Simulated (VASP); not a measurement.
# Ga4AsP3 (P1) in VASP: relaxation of cell and atoms with PBE

Aim: the relaxation of cell and atoms of Ga4AsP3 with PBE.

Program: VASP 6.6.1. These are calculated values, not measurements. Logs are shortened: lines on timing, memory, paths and dates and some standing lists are left out, and cuts for length are marked.

## (1) The cell of the first run

The typed cell holds 8 atoms: a = 3.866 Å, b = 3.934 Å, c = 10.997 Å, α = 90.89°, β = 90.49°, γ = 87.85°.

## (2) Relaxation of cell and atoms, PBE

Contents of INCAR:

```
PREC     = Accurate       # precision mode
ENCUT    = 600            # plane-wave cutoff, eV
EDIFF    = 1E-6           # SCF threshold, eV
ISMEAR   = 0              # smearing method
SIGMA    = 0.1            # smearing width, eV
LREAL    = False          # projectors in reciprocal space
LASPH    = True           # aspherical terms in the spheres
NELM     = 100            # most SCF steps
ALGO     = Normal         # electronic algorithm
ISIF     = 3              # what is computed and relaxed
LWAVE    = False          # write WAVECAR
LCHARG   = False          # write CHGCAR
GGA      = PE             # functional
IBRION   = 2              # ionic algorithm
NSW      = 80             # ionic steps
EDIFFG   = -0.025         # ionic threshold
```

Contents of KPOINTS:

```
regular mesh
0
Gamma
  4 4 2
```

Contents of POSCAR:

```
Ga4AsP3
1.0
    3.8650977631      0.0730282860     -0.0164191784
    0.0730282860      3.9332889449     -0.0302005870
   -0.0464432174     -0.0854252504     10.9969541246
Ga P As
4 3 1
Direct
    0.4819718253     -0.0064658577      0.8682245939
    0.0227739307      0.5012949793      0.6206693130
    0.5012119560     -0.0174591859      0.3787916342
   -0.0147363475      0.5017046944      0.1328115295
    0.0035811364      0.0202337270      0.5001343642
    0.5018994161      0.5050960578      0.2604125362
    0.4950612940      0.4857059988      0.7410130869
    0.0082367890      0.0098895862     -0.0020570579
```

Potentials or basis: VASP PAW PBE potentials, release 64 (Ga_d, P, As).

On the command line:

```sh
$ cat potpaw_PBE.64/Ga_d/POTCAR potpaw_PBE.64/P/POTCAR potpaw_PBE.64/As/POTCAR > POTCAR
$ mpirun -np 1 vasp_std > vasp.out
```

OUTCAR:

```text
PREC = Accurate
   ENCUT = 600
   EDIFF = 1E-6
   ISMEAR = 0
   LREAL = False
   LASPH = True
   NELM = 100
   ISIF = 3
   GGA = PE
   IBRION = 2
   NSW = 80
   EDIFFG = -0.025

 ion  position               nearest neighbor table
   1  0.482  0.994  0.868-   8 2.33   7 2.41   7 2.42   8 2.48
   2  0.023  0.501  0.621-   7 2.25   5 2.30   7 2.44   5 2.45
   3  0.501  0.983  0.379-   6 2.27   5 2.35   5 2.35   6 2.45
   4  0.985  0.502  0.133-   6 2.35   8 2.42   6 2.43   8 2.51
   5  0.004  0.020  0.500-   2 2.30   3 2.35   3 2.35   2 2.45
   6  0.502  0.505  0.260-   3 2.27   4 2.35   4 2.43   3 2.45
   7  0.495  0.486  0.741-   2 2.25   1 2.41   1 2.42   2 2.44
   8  0.008  0.010  0.998-   1 2.33   4 2.42   1 2.48   4 2.51

  LATTYP: Found a triclinic cell.
 ALAT       =     3.9340827559
 B/A-ratio  =     2.9542437108
 C/A-ratio  =     0.9826489982
 COS(alpha) =     0.0045335834
 COS(beta)  =     0.0374790397
 COS(gamma) =     0.3238096156

  Lattice vectors:

 A1 = (   0.0730282860,   3.9332889449,  -0.0302005870)
 A2 = (   0.0265850686,   3.8478636945,  10.9667535376)
 A3 = (   3.8650977631,   0.0730282860,  -0.0164191784)

Analysis of symmetry for initial positions (statically):
=====================================================================
 Subroutine PRICEL returns:
 Original cell was already a primitive cell.

 Routine SETGRP: Setting up the symmetry group for a
 triclinic supercell.

 Subroutine GETGRP returns: Found  1 space group operations
 (whereof  1 operations were pure point group operations)
 out of a pool of  2 trial point group operations.

The static configuration has the point symmetry C_1 .

Analysis of symmetry for dynamics (positions and initial velocities):
=====================================================================
 Subroutine PRICEL returns:
 Original cell was already a primitive cell.

 Routine SETGRP: Setting up the symmetry group for a
 triclinic supercell.

 Subroutine GETGRP returns: Found  1 space group operations
 (whereof  1 operations were pure point group operations)
 out of a pool of  2 trial point group operations.

The dynamic configuration has the point symmetry C_1 .

 Subroutine INISYM returns: Found  1 space group operations
 (whereof  1 operations are pure point group operations),
 and found     1 'primitive' translations

----------------------------------------------------------------------------------------

                                     Primitive cell

  volume of cell :     167.1103

  direct lattice vectors                    reciprocal lattice vectors
     3.865097763  0.073028286 -0.016419178     0.258820795 -0.004797347  0.001055807
     0.073028286  3.933288945 -0.030200587    -0.004797347  0.254344243  0.001955507
    -0.046443217 -0.085425250 10.996954125     0.000373262  0.000691335  0.090941217

  length of vectors
     3.865822479  3.934082756 10.997383983     0.258867405  0.254396998  0.090944611

  position of ions in fractional coordinates (direct lattice)
     0.481971825  0.993534142  0.868224594
     0.022773931  0.501294979  0.620669313
     0.501211956  0.982540814  0.378791634
     0.985263653  0.501704694  0.132811530
     0.003581136  0.020233727  0.500134364
     0.501899416  0.505096058  0.260412536
     0.495061294  0.485705999  0.741013087
     0.008236789  0.009889586  0.997942942

  ion indices of the primitive-cell ions
   primitive index   ion index
                 1           1
                 2           2
                 3           3
                 4           4
                 5           5
                 6           6
                 7           7
                 8           8

----------------------------------------------------------------------------------------

 KPOINTS: regular mesh

Automatic generation of k-mesh.
 Grid dimensions read from file:
 generate k-points for:    4    4    2

 Generating k-lattice:

  Cartesian coordinates                     Fractional coordinates (reciprocal lattice)
     0.064705199 -0.001199337  0.000263952     0.250000000 -0.000000000  0.000000000
    -0.001199337  0.063586061  0.000488877    -0.000000000  0.250000000  0.000000000
     0.000186631  0.000345667  0.045470609     0.000000000 -0.000000000  0.500000000

  Length of vectors
     0.064716851  0.063599249  0.045472305

  Shift w.r.t. Gamma in fractional coordinates (k-lattice)
     0.000000000  0.000000000  0.000000000

 Subroutine IBZKPT returns following result:
 ===========================================

 Found     20 irreducible k-points:

 Following reciprocal coordinates:
            Coordinates               Weight
  0.000000  0.000000  0.000000      1.000000
  0.250000  0.000000  0.000000      2.000000
  0.500000  0.000000  0.000000      1.000000
 -0.000000  0.250000  0.000000      2.000000
  0.250000  0.250000  0.000000      2.000000
  0.500000  0.250000  0.000000      2.000000
[... 12 lines left out ...]
  0.250000  0.500000  0.500000      2.000000
  0.500000  0.500000  0.500000      1.000000
   k-points           NKPTS =     20   k-points in BZ     NKDIM =     20   number of bands    NBANDS=     43
   number of dos      NEDOS =    301   number of ions     NIONS =      8
   total plane-waves  NPLWV =  92160
   dimension x,y,z NGX =    32 NGY =   32 NGZ =   90
   dimension x,y,z NGXF=    64 NGYF=   64 NGZF=  180
   ions per type =               4   3   1
   NGX,Y,Z   is equivalent  to a cutoff of  13.76, 13.52, 13.61 a.u.
   NGXF,Y,Z  is equivalent  to a cutoff of  27.52, 27.05, 27.21 a.u.
 SYSTEM =  unknown system
   PREC   = accura    normal or accurate (medium, high low for compatibility)
   ISTART =      0    job   : 0-new  1-cont  2-samecut
   ICHARG =      2    charge: 1-file 2-atom 10-const
   ISPIN  =      1    spin polarized calculation?
   LNONCOLLINEAR =      F non collinear calculations
   LSORBIT =      F    spin-orbit coupling
   LASPH  =      T    aspherical Exc in radial PAW
   ENCUT  =  600.0 eV  44.10 Ry    6.64 a.u.   7.72  7.86 21.96*2*pi/ulx,y,z
   NELM   =    100;   NELMIN=  2; NELMDL= -5     # of ELM steps
   EDIFF  = 0.1E-05   stopping-criterion for ELM
   LREAL  =      F    real-space projection
   EDIFFG = -.3E-01   stopping-criterion for IOM
   NSW    =     80    number of steps for IOM
   IBRION =      2    ionic relax: 0-MD 1-quasi-New 2-CG
   NFREE  =      1    steps in history (QN), initial steepest desc. (CG)
   ISIF   =      3    stress and relaxation
   ISYM   =      2    0-nonsym 1-usesym 2-fastsym
   POTIM  = 0.5000    time-step for ionic-motion
   TEBEG  =    0.0;   TEEND  =   0.0 temperature during run
   PSTRESS=    0.0 pullay stress
   NELECT =      72.0000    total number of electrons
   NUPDOWN=      -1.0000    fix difference up-down
   EMIN   =  10.00;   EMAX   =-10.00  energy-range for DOS
   EFERMI =   0.00;   METHOD = LEGACY
   ISMEAR =     0;   SIGMA  =   0.10  broadening in eV -4-tet -1-fermi 0-gaus
   EFERMI_NEDOS =   21; number of points for ismear=-14 and -15
   IALGO  =     38    algorithm
   IMIX   =      4    mixing-type and parameters
     AMIX     =   0.40;   BMIX     =  1.00
     AMIX_MAG =   1.60;   BMIX_MAG =  1.00
  volume/ion in A,a.u.               =      20.89       140.96
  Fermi-wavevector in a.u.,A,eV,Ry     =   1.236473  2.336595 20.801474  1.528865
  Thomas-Fermi vector in A             =   2.371080
   LORBIT       =      0    0 simple, 1 ext, 2 COOP (PROOUT), +10 PAW based schemes
   GGA     = PE    functional components
   LHFCALC =     F    Hartree Fock is set to
   AEXX    =    0.0000 exact exchange contribution
   IVDW    =     0    specifies the selected vdW correction
   LEPSILON=     F    determine dielectric tensor
   LRPA    =     F    only Hartree local field effects (RPA)
 conjugate gradient relaxation of ions
 non-spin polarized calculation
 Gauss-broadening in eV      SIGMA  =   0.10
  energy-cutoff  :      600.00
  volume of cell :      167.11
 maximum number of plane-waves:      5618
 NGX is ok and might be reduce to    32
   NGX = 15   NGY = 15   NGZ = 43

--------------------------------------- Ionic step        1  -------------------------------------------

 number of electron      71.9999996 magnetization

 Free energy of the ion-electron system (eV)
  ---------------------------------------------------
  ext. energy  EPLUGINS =         0.00000000
  ---------------------------------------------------
  free energy    TOTEN  =       -35.03938295 eV

  energy without entropy =      -35.03938295  energy(sigma->0) =      -35.03938295

------------------------ aborting loop because EDIFF is reached ----------------------------------------

  FORCE on cell =-STRESS in cart. coord.  units (eV):
  Direction    XX          YY          ZZ          XY          YZ          ZX
  --------------------------------------------------------------------------------------
  -------------------------------------------------------------------------------------
  Total        5.0794350      1.7211030      2.9010927     -1.3625695      2.5684601      0.1720917
  in kB       48.6993086     16.5011515     27.8143553    -13.0636957     24.6252253      1.6499365
  external PRESSURE =      31.0049385 kB  Pullay stress =       0.0000000 kB
[... 27 lines left out ...]
  energy  without entropy=      -35.0393829454  energy(sigma->0) =      -35.03938295

--------------------------------------- Ionic step        2  -------------------------------------------

 number of electron      72.0000023 magnetization

 E-fermi :   4.4334     XC(G=0):  -9.4902

 val. band max:        4.0099589861   @ k =   0.0000   0.0000   0.0000
 cond. band min:       4.8573615683   @ k =   0.0000   0.0000   0.0000
 fundamental gap:      0.8474025822
 Fermi energy:         4.4334354564

 k-point     1 :       0.0000    0.0000    0.0000
  band No.  band energies     occupation
      1     -10.7905      2.00000
      2     -10.7382      2.00000
      3     -10.7135      2.00000
      4     -10.7067      2.00000
      5     -10.6862      2.00000
      6     -10.6790      2.00000
[... 986 lines left out ...]
  FREE ENERGIE OF THE ION-ELECTRON SYSTEM (eV)
  ---------------------------------------------------
  free  energy   TOTEN  =       -35.3473940331 eV

  energy  without entropy=      -35.3473940331  energy(sigma->0) =      -35.34739403

[... ionic steps 4 to 14 ...]

--------------------------------------- Ionic step       15  -------------------------------------------

 number of electron      71.9999952 magnetization

------------------------ aborting loop because EDIFF is reached ----------------------------------------

  FORCE on cell =-STRESS in cart. coord.  units (eV):
  Direction    XX          YY          ZZ          XY          YZ          ZX
  --------------------------------------------------------------------------------------
  -------------------------------------------------------------------------------------
  Total       -0.0532685     -0.0695965     -0.0848437     -0.0326007     -0.0040100      0.0104574
  in kB       -0.4942321     -0.6457256     -0.7871902     -0.3024739     -0.0372053      0.0970249
  external PRESSURE =      -0.6423827 kB  Pullay stress =       0.0000000 kB
[... 69 lines left out ...]
  energy  without entropy=      -35.4013804336  energy(sigma->0) =      -35.40138043

--------------------------------------- Ionic step       17  -------------------------------------------

 number of electron      71.9999944 magnetization

 Free energy of the ion-electron system (eV)
  ---------------------------------------------------
  ext. energy  EPLUGINS =         0.00000000
  ---------------------------------------------------
  free energy    TOTEN  =       -35.40161911 eV

  energy without entropy =      -35.40161911  energy(sigma->0) =      -35.40161911

 E-fermi :   4.6198     XC(G=0):  -9.6028

 val. band max:        4.1605243249   @ k =   0.0000   0.0000   0.0000
 cond. band min:       5.3084540528   @ k =   0.0000   0.0000   0.0000
 fundamental gap:      1.1479297280
 Fermi energy:         4.6197729003

 k-point     1 :       0.0000    0.0000    0.0000
  band No.  band energies     occupation
      1     -10.5598      2.00000
      2     -10.5136      2.00000
      3     -10.5010      2.00000
      4     -10.4695      2.00000
      5     -10.4694      2.00000
      6     -10.4467      2.00000
[... 944 lines left out ...]
  FREE ENERGIE OF THE ION-ELECTRON SYSTEM (eV)
  ---------------------------------------------------
  free  energy   TOTEN  =       -35.4016191058 eV

  energy  without entropy=      -35.4016191058  energy(sigma->0) =      -35.40161911

 reached required accuracy - stopping structural energy minimisation
```

Run time: 23 min. Hardware: 1 thread of Oxide Virtual Turin-like, shared host; peak memory 0.36 GiB.

Results:

* Free energy: -35.4016 eV
* Relaxed volume: 21.57 Å³/atom
* Relaxed cell: a = 3.953 Å, b = 3.953 Å, c = 11.041 Å, α = 90.01°, β = 89.99°, γ = 89.98°
* Space group after relaxing (to 0.1 Å): P-4m2 (No. 115)
* Energy gained by relaxing: 45.3 meV/atom
* Ionic steps: 17
* Pressure after relaxing: 0.0 GPa
* Largest force after relaxing: 0.017 eV/Å
* Band gap on the k mesh: 1.15 eV

Forces on the atoms (eV/Å):
```
Ga   0.006  0.009 -0.004
Ga  -0.008 -0.001 -0.014
Ga  -0.005  0.002  0.013
Ga   0.001 -0.004 -0.003
P   -0.002  0.001 -0.005
P    0.010 -0.005  0.010
P   -0.004 -0.003  0.005
As   0.002  0.000 -0.002
```

Step by step:
```
step  energy change (eV)  largest force (eV/Å)  pressure (GPa)  volume (Å³)
   1              0.0000                1.3557            3.10       167.11
   2             -0.2863                0.4161           -1.66       177.01
   3             -0.3080                0.3493           -0.88       174.77
   4             -0.3440                0.1554           -0.02       172.59
   5             -0.3471                0.1536            0.34       171.77
   6             -0.3533                0.1184           -0.01       172.57
   7             -0.3545                0.1236           -0.25       173.09
   8             -0.3576                0.0765            0.01       172.55
   9             -0.3579                0.0917            0.10       172.34
  10             -0.3598                0.0653            0.00       172.50
  11             -0.3606                0.0593           -0.05       172.65
  12             -0.3607                0.0720           -0.07       172.71
  13             -0.3616                0.0434            0.07       172.45
  14             -0.3616                0.0430            0.06       172.44
  15             -0.3620                0.0255           -0.06       172.68
  16             -0.3620                0.0275           -0.09       172.74
  17             -0.3622                0.0165            0.04       172.55
```

Final structure:
```
Ga P As
1.0
     3.95334    0.00028    0.00065
     0.00114    3.95325   -0.00012
    -0.00080   -0.00078   11.04095
Ga P As
4 3 1
Direct
  0.49931 0.99923 0.86791
  0.00120 0.49995 0.62266
  0.50058 0.00015 0.37734
  0.99904 0.50058 0.13213
  0.00061 0.99996 0.50003
  0.49911 0.50028 0.25463
  0.50088 0.49948 0.74528
  0.99927 0.00038 0.00002
```
